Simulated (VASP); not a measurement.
Write the native input for VASP 6.6.1 that does the following.

- Task: relaxation of cell and atoms
- Functional: LDA
- Potentials or basis: VASP PAW LDA potentials, release 64 (Rb_sv)
- Cutoff: 600 eV
- k mesh: 12 × 12 × 7
- Occupations: fermi-dirac, width 0.1 eV
- Spin: no spin polarisation
- Target pressure: 11 GPa
- Dipole correction: no
- Further INCAR settings: ALGO = Normal; EDIFF = 1e-07; IBRION = 2; EDIFFG = -0.005; NSW = 60; ISIF = 3

The structure of Rb lies in POSCAR:

```
Rb
1.0
    3.6106530834      0.0000000000      0.0000000000
   -1.8053265417      3.1269172945      0.0000000000
    0.0000000000      0.0000000000      5.8492579952
Rb
2
Direct
    0.3333333333      0.6666666667      0.2500000000
    0.6666666667      0.3333333333      0.7500000000
```

This isn't the form of Rb at room conditions, which is bcc.

The input as run:

INCAR

```
PREC = Accurate
ENCUT = 600
EDIFF = 1E-7
ISMEAR = -1
SIGMA = 0.1
LREAL = False
LASPH = True
NELM = 80
ALGO = Normal
ISIF = 3
LWAVE = False
LCHARG = False
GGA = CA
IBRION = 2
NSW = 60
EDIFFG = -0.005
PSTRESS = 110.0
```

KPOINTS

```
regular mesh
0
Gamma
  12 12 7
```

Potentials or basis: VASP PAW LDA potentials, release 64 (Rb_sv).

Command:

```bash
$ cat potpaw_LDA.64/Rb_sv/POTCAR > POTCAR
$ mpirun -np 1 vasp_std > vasp.out
```

It gave:

The relaxed volume is 33.84 Å³/atom, the relaxed cell is a = 3.616 Å, b = 3.616 Å, c = 5.977 Å, α = 90.00°, β = 90.00°, γ = 120.00° and the space group after relaxing (to 0.1 Å) is P6_3/mmc (No. 194). The energy change on relaxing (the run minimises the enthalpy) is -58.8 meV/atom. The ionic steps are 7. The pressure after relaxing is 11.0 GPa. The band gap on the k mesh is zero (bands 9 and 10 overlap by 2.11 eV).

Caveat: the cell is relaxed towards a set pressure, so the run minimises the enthalpy, not the energy.

Wall time 2.1 min on 1 thread of Intel(R) Xeon(R) 6975P-C (Granite Rapids) (shared host), peak memory 0.21 GiB.
